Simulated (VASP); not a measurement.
AlN, 4 atoms in the cell. The structure is hexagonal, space group P6_3mc (No. 186). Conventional cell: a = 3.111 Å, b = 3.111 Å, c = 4.978 Å, α = 90.00°, β = 90.00°, γ = 120.00°. Within 2.5 Å of Al (site symmetry 3m) lie 4 N at 1.89 to 1.92 Å. Within 2.5 Å of N (site symmetry 3m) lie 4 Al at 1.89 to 1.92 Å. 

| Quantity | Value |
| --- | --- |
| Program | VASP 6.6.1 |
| Task | relaxation of shape and atoms at fixed volume |
| Functional | PBE |
| Potentials or basis | VASP PAW PBE potentials, release 64 (Al, N) |
| Cutoff | 600 eV |
| k mesh | 8 × 8 × 6 |
| Occupations | gaussian, width 0.05 eV |
| Spin | no spin polarisation |
| Dipole correction | no |
| Further INCAR settings | ALGO = Normal; EDIFF = 1e-07; IBRION = 2; EDIFFG = -0.015; NSW = 60; ISIF = 4 |

Potentials or basis: VASP PAW PBE potentials, release 64 (Al, N).

Launch:

```bash
$ cat potpaw_PBE.64/Al/POTCAR potpaw_PBE.64/N/POTCAR > POTCAR
$ mpirun -np 1 vasp_std > vasp.out
```

Hardware: 1 thread of Intel(R) Xeon(R) Platinum 8375C CPU @ 2.90GHz (Ice Lake), with other jobs on the host.

Task: How long does it take, and how much memory?

Result: Run time: 62 s on 1 thread of Intel(R) Xeon(R) Platinum 8375C CPU @ 2.90GHz (Ice Lake), on a shared host, peak memory 0.18 GiB. Counts: scf iterations 40, k points 40, ion steps 5.
